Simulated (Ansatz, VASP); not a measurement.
## Au in VASP and in Ansatz

File INCAR:

```
  PREC = Accurate
  ENCUT = 600
  EDIFF = 1E-6
  ISMEAR = -1
  SIGMA = 0.1
  LREAL = False
  LASPH = True
  NELM = 60
  ALGO = Normal
  ISIF = 3
  LWAVE = False
  LCHARG = False
  IBRION = 2
  NSW = 80
  EDIFFG = -0.01
```

KPOINTS

```
regular mesh
0
Gamma
  12 12 12
```

File POSCAR:

```
Au
1.0
    2.6358905191      0.0000000000      0.0000000000
    0.0000000000      2.6358905191      0.0000000000
    0.0000000000      0.0000000000      2.6358905191
Au
1
Direct
    0.0000000000      0.0000000000      0.0000000000
```

Input for Ansatz:

```yaml
crystal:
  lattice:
    - [2.6358905191, 0.0, 0.0]
    - [0.0, 2.6358905191, 0.0]
    - [0.0, 0.0, 2.6358905191]
  atoms:
    - { symbol: Au, position: [0.0, 0.0, 0.0] }
hamiltonian:
  xc: lda
  pseudopotentials:
    kind: paw
    azcp:
      Au: "pseudopotentials/Au.paw.azcp"
basis:
  ecutwfc: 420
  fft_grid_basis: typed
kpoints:
  mp_grid: { grid: [12, 12, 12], shift: [0, 0, 0] }
magnetization:
  spin_polarized: false
scf:
  occupations: { method: fermi_dirac, width: 0.1 }
relax:
  max_steps: 60
  f_tol: 0.01
  cell: {}
```

Alike in both runs: task relaxation of cell and atoms; functional LDA; k mesh 12 × 12 × 12; occupations fermi-dirac, width 0.1 eV; no spin polarisation.

|  | VASP | Ansatz |
| --- | --- | --- |
| version | VASP 6.6.1 | Ansatz 0.2.0 |
| potentials or method | VASP PAW LDA potentials, release 64 (Au), cutoff 600 eV | plane waves (420 eV) with PAW, scalar-relativistic |
| valence electrons in the cell | 11 | 19 |

|  | VASP | Ansatz | Ansatz less VASP |
| --- | --- | --- | --- |
| relaxed volume (Å³/atom) | 19.05 | 18.98 | -0.072 |
| relaxed cell length with the largest relative difference (Å) | 2.671 | 2.667 | -0.0034 |

Ansatz warns that its potentials were made for another functional, while VASP's fit it. LDA's correlation is that of Perdew and Zunger in VASP and of Perdew and Wang (1992) in Ansatz. VASP's potentials hold 11 valence electrons a cell and Ansatz's 19, so a difference there can come from the potentials and not from the codes.

Neither program's run includes spin-orbit coupling.
